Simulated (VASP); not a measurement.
# Ga (Cmcm) in VASP: a series of runs

Ga is run at these levels: PBEsol, LDA; tasks: single point.

Everything below comes from runs of VASP 6.6.1. Logs are shortened: lines on timing, memory, paths and dates and some standing lists are left out, and cuts for length are marked.

### Step 1. The cell of the first run

The structure is orthorhombic, space group Cmcm (No. 63). Conventional cell: a = 2.881 Å, b = 8.075 Å, c = 3.149 Å, α = 90.00°, β = 90.00°, γ = 90.00°. Within 3.5 Å of Ga (site symmetry m2m) lie 10 Ga at 2.66 to 3.15 Å.

### Step 2. Single point, PBEsol

INCAR reads:

```
SYSTEM = Ga
PREC = Accurate
ENCUT = 520
EDIFF = 1E-6
ISMEAR = -1
SIGMA = 0.05
LREAL = .FALSE.
LASPH = .TRUE.
NELM = 60
ALGO = Fast
ISIF = 2
LWAVE = .FALSE.
LCHARG = .TRUE.
GGA = PS
LELF = .TRUE.
LVHAR = .TRUE.
NBANDS = 20
```

KPOINTS reads:

```
Automatic mesh
0
G
  10 10 8
  0 0 0
```

POSCAR reads:

```
Ga
1.0
    1.4402681631     -4.0377172988      0.0000000000
    1.4402681631      4.0377172988      0.0000000000
    0.0000000000      0.0000000000      3.1487241912
Ga
2
Direct
    0.1330000000      0.8670000000      0.7500000000
    0.8670000000      0.1330000000      0.2500000000
```

Potentials or basis: VASP PAW PBE potentials, release 64 (Ga_d).

The run is started by

```sh
$ cat potpaw_PBE.64/Ga_d/POTCAR > POTCAR
$ mpirun -np 1 vasp_std > vasp.out
```

OUTCAR:

```text
SYSTEM = Ga
   PREC = Accurate
   ENCUT = 520
   EDIFF = 1E-6
   ISMEAR = -1
   LREAL = .FALSE.
   LASPH = .TRUE.
   NELM = 60
   ISIF = 2
   GGA = PS

 ion  position               nearest neighbor table
   1  0.133  0.867  0.750-   2 2.66   2 2.66   2 2.85   2 2.85   2 2.85   2 2.85
   2  0.867  0.133  0.250-   1 2.66   1 2.66   1 2.85   1 2.85   1 2.85   1 2.85

  LATTYP: Found a base centered orthorhombic cell.
 ALAT       =     2.8805363262
 B/A-ratio  =     2.8034482760
 C/A-ratio  =     1.0931034483

  Lattice vectors:

 A1 = (   1.4402681631,  -4.0377172988,   0.0000000000)
 A2 = (   1.4402681631,   4.0377172988,   0.0000000000)
 A3 = (   0.0000000000,   0.0000000000,   3.1487241912)

Analysis of symmetry for initial positions (statically):
=====================================================================
 Subroutine PRICEL returns:
 Original cell was already a primitive cell.

 Routine SETGRP: Setting up the symmetry group for a
 base centered orthorhombic supercell.

 Subroutine GETGRP returns: Found  8 space group operations
 (whereof  4 operations were pure point group operations)
 out of a pool of  8 trial point group operations.

The static configuration has the point symmetry C_2h.
 The point group associated with its full space group is D_2h.

Analysis of symmetry for dynamics (positions and initial velocities):
=====================================================================
 Subroutine PRICEL returns:
 Original cell was already a primitive cell.

 Routine SETGRP: Setting up the symmetry group for a
 base centered orthorhombic supercell.

 Subroutine GETGRP returns: Found  8 space group operations
 (whereof  4 operations were pure point group operations)
 out of a pool of  8 trial point group operations.

The dynamic configuration has the point symmetry C_2h.
 The point group associated with its full space group is D_2h.

 Subroutine INISYM returns: Found  8 space group operations
 (whereof  4 operations are pure point group operations),
 and found     1 'primitive' translations

----------------------------------------------------------------------------------------

                                     Primitive cell

  volume of cell :      36.6222

  direct lattice vectors                    reciprocal lattice vectors
     1.440268163 -4.037717299  0.000000000     0.347157573 -0.123832345  0.000000000
     1.440268163  4.037717299  0.000000000     0.347157573  0.123832345  0.000000000
     0.000000000  0.000000000  3.148724191     0.000000000  0.000000000  0.317588947

  length of vectors
     4.286902538  4.286902538  3.148724191     0.368582189  0.368582189  0.317588947

  position of ions in fractional coordinates (direct lattice)
     0.133000000  0.867000000  0.750000000
     0.867000000  0.133000000  0.250000000

  ion indices of the primitive-cell ions
   primitive index   ion index
                 1           1
                 2           2

----------------------------------------------------------------------------------------

 KPOINTS: Automatic mesh

Automatic generation of k-mesh.
 Grid dimensions read from file:
 generate k-points for:   10   10    8

 Generating k-lattice:

  Cartesian coordinates                     Fractional coordinates (reciprocal lattice)
     0.034715757 -0.012383234  0.000000000     0.100000000  0.000000000  0.000000000
     0.034715757  0.012383234  0.000000000     0.000000000  0.100000000  0.000000000
     0.000000000  0.000000000  0.039698618     0.000000000  0.000000000  0.125000000

  Length of vectors
     0.036858219  0.036858219  0.039698618

  Shift w.r.t. Gamma in fractional coordinates (k-lattice)
     0.000000000  0.000000000  0.000000000

 Subroutine IBZKPT returns following result:
 ===========================================

 Found    155 irreducible k-points:

 Following reciprocal coordinates:
            Coordinates               Weight
  0.000000  0.000000  0.000000      1.000000
  0.100000  0.000000  0.000000      4.000000
  0.200000  0.000000  0.000000      4.000000
  0.300000  0.000000  0.000000      4.000000
  0.400000  0.000000  0.000000      4.000000
  0.500000  0.000000  0.000000      2.000000
[... 16 lines left out ...]
  0.300000  0.300000  0.000000      2.000000
  0.400000  0.300000  0.000000      4.000000
 [... further k-points ...]
   k-points           NKPTS =    155   k-points in BZ     NKDIM =    155   number of bands    NBANDS=     20
   number of dos      NEDOS =    301   number of ions     NIONS =      2
   total plane-waves  NPLWV =  24576
   dimension x,y,z NGX =    32 NGY =   32 NGZ =   24
   dimension x,y,z NGXF=    64 NGYF=   64 NGZF=   48
   ions per type =               2
   NGX,Y,Z   is equivalent  to a cutoff of  12.41, 12.41, 12.67 a.u.
   NGXF,Y,Z  is equivalent  to a cutoff of  24.82, 24.82, 25.34 a.u.
 SYSTEM =  Ga
   PREC   = accura    normal or accurate (medium, high low for compatibility)
[... 37 lines left out ...]
   LEPSILON=     F    determine dielectric tensor
   LRPA    =     F    only Hartree local field effects (RPA)
 non-spin polarized calculation
 RMM-DIIS sequential band-by-band and
  energy-cutoff  :      520.00
  volume of cell :       36.62
 maximum number of plane-waves:      1006
   NGX = 15   NGY = 15   NGZ = 11

 number of electron      25.9999991 magnetization

 Free energy of the ion-electron system (eV)
  ---------------------------------------------------
  ext. energy  EPLUGINS =         0.00000000
  ---------------------------------------------------
  free energy    TOTEN  =        -6.68777622 eV

  energy without entropy =       -6.68483045  energy(sigma->0) =       -6.68630333

 E-fermi :   5.6604     XC(G=0): -11.2592

 val. band max:        5.5716643062   @ k =   0.3000   0.1000   0.2500
 cond. band min:       5.7040423550   @ k =  -0.1000   0.1000   0.0000
 fundamental gap:      0.1323780488
 Fermi energy:         5.6603535591

 k-point     1 :       0.0000    0.0000    0.0000
  band No.  band energies     occupation
      1      -9.4801      2.00000
      2      -9.4519      2.00000
      3      -9.3806      2.00000
      4      -9.3685      2.00000
      5      -9.1644      2.00000
      6      -9.1458      2.00000
[... 12 lines left out ...]
     19      17.1320      0.00000
     20      17.5270      0.00000

 k-point     2 :       0.1000    0.0000    0.0000
  band No.  band energies     occupation
      1      -9.4695      2.00000
      2      -9.4452      2.00000
      3      -9.3751      2.00000
      4      -9.3294      2.00000
      5      -9.1765      2.00000
      6      -9.1588      2.00000
[... 12 lines left out ...]
     19      17.8313      0.00000
     20      19.3482      0.00000

 k-point     3 :       0.2000    0.0000    0.0000
  band No.  band energies     occupation
      1      -9.4422      2.00000
      2      -9.4280      2.00000
      3      -9.3446      2.00000
      4      -9.2684      2.00000
      5      -9.1943      2.00000
      6      -9.1928      2.00000
[... 12 lines left out ...]
     19      18.1954      0.00000
     20      21.9532      0.00000

 k-point     4 :       0.3000    0.0000    0.0000
  band No.  band energies     occupation
      1      -9.4106      2.00000
      2      -9.4078      2.00000
      3      -9.3180      2.00000
      4      -9.2889      2.00000
      5      -9.2409      2.00000
      6      -9.1468      2.00000
[... 12 lines left out ...]
     19      18.2686      0.00000
     20      19.9287      0.00000

 k-point     5 :       0.4000    0.0000    0.0000
  band No.  band energies     occupation
      1      -9.3978      2.00000
      2      -9.3923      2.00000
      3      -9.3196      2.00000
      4      -9.3007      2.00000
      5      -9.2813      2.00000
      6      -9.1548      2.00000
[... 12 lines left out ...]
     19      16.7075      0.00000
     20      18.9955      0.00000
[... 353 lines left out ...]
      6      -9.1876      2.00000
[... 12 lines left out ...]
     19      16.3411      0.00000
     20      18.0809      0.00000

 k-point    22 :      -0.2000    0.2000    0.0000
  band No.  band energies     occupation
      1      -9.4700      2.00000
      2      -9.4250      2.00000
      3      -9.4087      2.00000
      4      -9.2952      2.00000
      5      -9.2172      2.00000
      6      -9.1678      2.00000
[... 12 lines left out ...]
     19      16.4064      0.00000
     20      16.4154      0.00000

 k-point    23 :       0.3000    0.3000    0.0000
  band No.  band energies     occupation
      1      -9.4041      2.00000
      2      -9.3831      2.00000
      3      -9.3353      2.00000
      4      -9.2318      2.00000
      5      -9.2218      2.00000
      6      -9.1892      2.00000
[... 12 lines left out ...]
     19      16.2215      0.00000
     20      17.9882      0.00000

 k-point    24 :       0.4000    0.3000    0.0000
  band No.  band energies     occupation
      1      -9.3979      2.00000
      2      -9.3522      2.00000
      3      -9.3205      2.00000
      4      -9.2800      2.00000
      5      -9.2200      2.00000
      6      -9.2133      2.00000
[... 12 lines left out ...]
     19      15.6036      0.00000
     20      17.3253      0.00000

 [... further k-points ...]
[... 5 lines left out ...]
  --------------------------------------------------------------------------------------
  -------------------------------------------------------------------------------------
  Total       -0.6621722     -0.1244953      0.0987247      0.0000000     -0.0000000      0.0000000
  in kB      -28.9692754     -5.4465290      4.3190913      0.0000000     -0.0000000      0.0000000
  external PRESSURE =     -10.0322377 kB  Pullay stress =       0.0000000 kB

 VOLUME and BASIS-vectors are now :
 -----------------------------------------------------------------------------
  energy-cutoff  :      520.00
  volume of cell :       36.62
      direct lattice vectors                 reciprocal lattice vectors
     1.440268163 -4.037717299  0.000000000     0.347157573 -0.123832345  0.000000000
     1.440268163  4.037717299  0.000000000     0.347157573  0.123832345  0.000000000
     0.000000000  0.000000000  3.148724191     0.000000000  0.000000000  0.317588947

 POSITION                                       TOTAL-FORCE (eV/Angst)
 -----------------------------------------------------------------------------------
      1.44027      2.96368      2.36154         0.000000     -0.218675     -0.000000
      1.44027     -2.96368      0.78718         0.000000      0.218675      0.000000
 -----------------------------------------------------------------------------------
    total drift:                                0.000000      0.000000     -0.000000

  FREE ENERGIE OF THE ION-ELECTRON SYSTEM (eV)
  ---------------------------------------------------
  free  energy   TOTEN  =        -6.6877762162 eV

  energy  without entropy=       -6.6848304465  energy(sigma->0) =       -6.68630333
```

Wall time 88 s (1 thread of Intel Xeon Platinum 8259CL at 2.50GHz (Skylake/Cascade Lake), shared host); peak memory 0.22 GiB.

What came out:

- Free energy: -6.6878 eV
- Pressure: -1.0 GPa
- Largest force: 0.219 eV/Å
- Band gap on the k mesh: zero (band 13 reaches 10.88 eV, above the bottom of band 14 at 1.34 eV)

Forces on the atoms (eV/Å):
```
Ga   0.000 -0.219  0.000
Ga   0.000  0.219  0.000
```

Levels at points of the mesh, in eV from the Fermi level:
```tsv
k point	band 10	band 11	band 12	band 13	band 14	band 15	band 16	band 17
(0.00, 0.00, 0.00)	-14.59	-11.38	-2.31	-1.51	2.94	6.66	7.96	8.91
(0.50, 0.00, 0.00)	-14.65	-6.74	-5.49	-1.79	-0.39	6.63	6.86	9.09
(0.50, 0.50, 0.00)	-14.66	-9.32	-8.68	5.22	5.88	5.96	7.25	7.36
(0.00, 0.00, 0.50)	-14.68	-7.49	-7.49	1.89	1.89	2.57	2.57	10.54
(0.50, 0.00, 0.50)	-14.65	-3.04	-3.04	-1.60	-1.60	1.90	1.90	4.30
(0.50, 0.50, 0.50)	-14.73	-5.60	-5.60	-4.32	-4.32	9.76	9.76	11.62
```

Caveat: the PAW data sets were made with another functional, which shifts forces and pressure a little.

### Step 3. Single point, LDA

This run uses another cell than the first one, of 18.68 Å³/atom, 1.020 times its volume.

INCAR reads:

```
ALGO = Normal
EDIFF = 1E-6
ENCUT = 520
GGA = CA
ISIF = 2
ISMEAR = -1
LASPH = T
LCHARG = F
LREAL = F
LWAVE = F
NBANDS = 20
NELM = 80
PREC = Accurate
SIGMA = 0.05
```

KPOINTS reads:

```
k-points
0
Gamma
  10 10 8
```

POSCAR reads:

```
Ga
1.0
    1.4500000000     -4.0650000000      0.0000000000
    1.4500000000      4.0650000000      0.0000000000
    0.0000000000      0.0000000000      3.1700000000
Ga
2
Direct
    0.1330000000      0.8670000000      0.7500000000
    0.8670000000      0.1330000000      0.2500000000
```

Potentials or basis: VASP PAW LDA potentials, release 64 (Ga_d).

The run is started by

```sh
$ cat potpaw_LDA.64/Ga_d/POTCAR > POTCAR
$ mpirun -np 1 vasp_std > vasp.out
```

It took 64 s on 1 thread of Intel Xeon Platinum 8259CL at 2.50GHz (Skylake/Cascade Lake), shared host; peak memory 0.21 GiB.

The run converged. Its results:

```yaml
Free_energy: -7.1351 eV
Pressure: -4.0 GPa
Largest_force: 0.202 eV/Å
Band_gap_on_the_k_mesh: zero (band 13 reaches 10.48 eV, above the bottom of band 14 at 1.19 eV)
```

Forces in eV/Å, atoms in the order of the input:
```
Ga   0.000 -0.202  0.000
Ga   0.000  0.202  0.000
```

Stress tensor (GPa, compression positive):
```
-5.38  0.00  0.00
 0.00 -4.06  0.00
 0.00  0.00 -2.68
```

Levels at points of the mesh, in eV from the Fermi level:
```
           k point  band 11  band 12  band 13  band 14  band 15  band 16
(0.00, 0.00, 0.00)   -11.16    -2.17    -1.57     2.94     6.75     7.84
(0.50, 0.00, 0.00)    -6.66    -5.32    -1.66    -0.37     6.49     6.72
(0.50, 0.50, 0.00)    -9.13    -8.50     5.17     5.82     5.89     7.10
(0.00, 0.00, 0.50)    -7.34    -7.34     1.94     1.94     2.56     2.56
(0.50, 0.00, 0.50)    -3.02    -3.02    -1.52    -1.52     1.93     1.93
(0.50, 0.50, 0.50)    -5.55    -5.55    -4.12    -4.12     9.58     9.58
```

### Step 4. Single point, PBEsol

This run uses another cell than the first one, of 18.68 Å³/atom, 1.020 times its volume.

INCAR reads:

```
SYSTEM = Ga
PREC = Accurate
ENCUT = 520
EDIFF = 1E-6
ISMEAR = -1
SIGMA = 0.05
LREAL = .False.
LASPH = .True.
NELM = 100
ALGO = Fast
ISIF = 2
LWAVE = .False.
LCHARG = .True.
GGA = PS
LELF = .True.
LVHAR = .True.
NBANDS = 20
```

KPOINTS reads:

```
regular mesh
0
Gamma
  10 10 8
  0 0 0
```

POSCAR is that of step 3.

Potentials or basis: VASP PAW PBE potentials, release 64 (Ga_d).

The run is started by

```sh
$ cat potpaw_PBE.64/Ga_d/POTCAR > POTCAR
$ mpirun -np 1 vasp_std > vasp.out
```

It took 1.7 min on 1 thread of Intel Xeon Platinum 8259CL at 2.50GHz (Skylake/Cascade Lake), shared host; peak memory 0.22 GiB.

Results (log left out):

```yaml
Free_energy: -6.6807 eV
Pressure: -2.1 GPa
Largest_force: 0.211 eV/Å
Band_gap_on_the_k_mesh: zero (band 13 reaches 10.62 eV, above the bottom of band 14 at 1.25 eV)
```

Forces in eV/Å, atoms in the order of the input:
```
Ga   0.000 -0.211  0.000
Ga   0.000  0.211  0.000
```

Stress tensor (GPa, compression positive):
```
-3.72  0.00  0.00
 0.00 -1.76  0.00
 0.00  0.00 -0.81
```

Levels at points of the mesh, in eV from the Fermi level:
```tsv
k point	band 11	band 12	band 13	band 14	band 15	band 16
(0.00, 0.00, 0.00)	-11.20	-2.22	-1.53	2.94	6.63	7.87
(0.50, 0.00, 0.00)	-6.65	-5.37	-1.71	-0.39	6.54	6.77
(0.50, 0.50, 0.00)	-9.17	-8.54	5.18	5.83	5.90	7.13
(0.00, 0.00, 0.50)	-7.37	-7.37	1.91	1.91	2.54	2.54
(0.50, 0.00, 0.50)	-3.00	-3.00	-1.55	-1.55	1.91	1.91
(0.50, 0.50, 0.50)	-5.54	-5.54	-4.20	-4.20	9.63	9.63
```

Caveat: the PAW data sets were made with another functional, which shifts forces and pressure a little.

### Step 5. Single point, LDA

This run uses another cell than the first one, of 19.06 Å³/atom, 1.041 times its volume.

INCAR reads:

```
PREC = Accurate
ENCUT = 520
EDIFF = 1E-6
ISMEAR = -1
SIGMA = 0.05
LREAL = F
LASPH = T
NELM = 100
ALGO = Fast
ISIF = 2
LWAVE = F
LCHARG = F
GGA = CA
NBANDS = 20
```

KPOINTS reads:

```
Automatic mesh
0
Gamma
  10 10 8
```

POSCAR reads:

```
Ga
1.0
    1.4596029289     -4.0919213144      0.0000000000
    1.4596029289      4.0919213144      0.0000000000
    0.0000000000      0.0000000000      3.1909939893
Ga
2
Direct
    0.1330000000      0.8670000000      0.7500000000
    0.8670000000      0.1330000000      0.2500000000
```

Potentials or basis: VASP PAW LDA potentials, release 64 (Ga_d).

The run is started by

```sh
$ cat potpaw_LDA.64/Ga_d/POTCAR > POTCAR
$ mpirun -np 1 vasp_std > vasp.out
```

It took 83 s on 1 thread of Intel Xeon Platinum 8259CL at 2.50GHz (Skylake/Cascade Lake), shared host; peak memory 0.21 GiB.

Results (log left out):

```
Free energy            : -7.1146 eV
Pressure               : -4.8 GPa
Largest force          : 0.195 eV/Å
Band gap on the k mesh : zero (band 13 reaches 10.23 eV, above the bottom of band 14 at 1.10 eV)
```

Forces on the atoms (eV/Å):
```
Ga   0.000 -0.195  0.000
Ga   0.000  0.195  0.000
```

Stress tensor (GPa, compression positive):
```
-5.91  0.00  0.00
 0.00 -4.93  0.00
 0.00  0.00 -3.63
```

Levels at points of the mesh, in eV from the Fermi level:
```csv
k point,band 9,band 10,band 11,band 12,band 13,band 14,band 15,band 16,band 17,band 18
"(0.00, 0.00, 0.00)",-14.80,-14.64,-10.99,-2.09,-1.60,2.93,6.71,7.75,8.67,10.40
"(0.50, 0.00, 0.00)",-14.71,-14.70,-6.58,-5.22,-1.59,-0.38,6.40,6.63,8.82,9.21
"(0.50, 0.50, 0.00)",-14.76,-14.71,-8.99,-8.37,5.13,5.76,5.83,6.97,7.10,9.46
"(0.00, 0.00, 0.50)",-14.73,-14.73,-7.23,-7.23,1.95,1.95,2.53,2.53,10.15,10.15
"(0.50, 0.00, 0.50)",-14.70,-14.70,-2.99,-2.99,-1.47,-1.47,1.94,1.94,4.34,4.34
"(0.50, 0.50, 0.50)",-14.77,-14.77,-5.50,-5.50,-4.01,-4.01,9.45,9.45,11.24,11.24
```

### Step 6. The runs side by side

| level | potentials or basis | cell | gap on the mesh (eV) | pressure (GPa) | largest force (eV/Å) |
| --- | --- | --- | --- | --- | --- |
| PBEsol | VASP PAW PBE potentials, release 64 (Ga_d) | a = 4.287, b = 4.287, c = 3.149 Å, angles 90.0, 90.0, 140.7°, 2 atoms | none | -1.0 | 0.22 |
| LDA | VASP PAW LDA potentials, release 64 (Ga_d) | a = 4.316, b = 4.316, c = 3.170 Å, angles 90.0, 90.0, 140.7°, 2 atoms | none | -4.0 | 0.20 |
| PBEsol | VASP PAW PBE potentials, release 64 (Ga_d) | a = 4.316, b = 4.316, c = 3.170 Å, angles 90.0, 90.0, 140.7°, 2 atoms | none | -2.1 | 0.21 |
| LDA | VASP PAW LDA potentials, release 64 (Ga_d) | a = 4.344, b = 4.344, c = 3.191 Å, angles 90.0, 90.0, 140.7°, 2 atoms | none | -4.8 | 0.19 |

Alike in all rows: task single point; no spin polarisation; k mesh 10 × 10 × 8; cutoff (eV) 520; smearing fermi-dirac 0.05 eV.

Caveats: the PAW data sets were made with another functional, which shifts forces and pressure a little (some runs).

Total energies depend on the potentials used, so only differences within one code and one set of settings carry meaning.
